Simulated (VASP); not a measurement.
Here is a VASP 6.6.1 calculation.

INCAR

```
PREC = Accurate
ENCUT = 520
EDIFF = 1E-6
ISMEAR = 0
SIGMA = 0.1
LREAL = False
LASPH = True
NELM = 80
ALGO = Normal
ISIF = 2
LWAVE = False
LCHARG = True
GGA = PE
LELF = True
LVHAR = True
NBANDS = 16
```

Contents of KPOINTS:

```
Automatic mesh
0
Gamma
  6 6 6
```

File POSCAR:

```
TaSi2
1.0
    1.8788755900      1.0847693300      4.2285770800
   -1.8788755900      1.0847693300      4.2285770800
    0.0000000000     -2.1695386500      4.2285770800
Ta Si
1 2
Direct
    0.1950792100      0.1950792100      0.1950792100
    0.0275559300      0.0275559300      0.0275559300
    0.3652302100      0.3652302100      0.3652302100
```

Potentials or basis: VASP PAW PBE potentials, release 64 (Ta_pv, Si).

The run is started by

```console
$ cat potpaw_PBE.64/Ta_pv/POTCAR potpaw_PBE.64/Si/POTCAR > POTCAR
$ mpirun -np 1 vasp_std > vasp.out
```

Problem. What does it give for the largest force?

Solution. 9.089 eV/Å.

Problem. Estimate the pressure.

Solution. 27.6 GPa.

Stress tensor (GPa, compression positive):
```
 6.65  0.00  0.00
 0.00  6.65  0.00
 0.00  0.00 69.43
```

Caveat: forces of over 1 eV/Å act on the atoms, so gaps and moduli don't describe the material at rest.
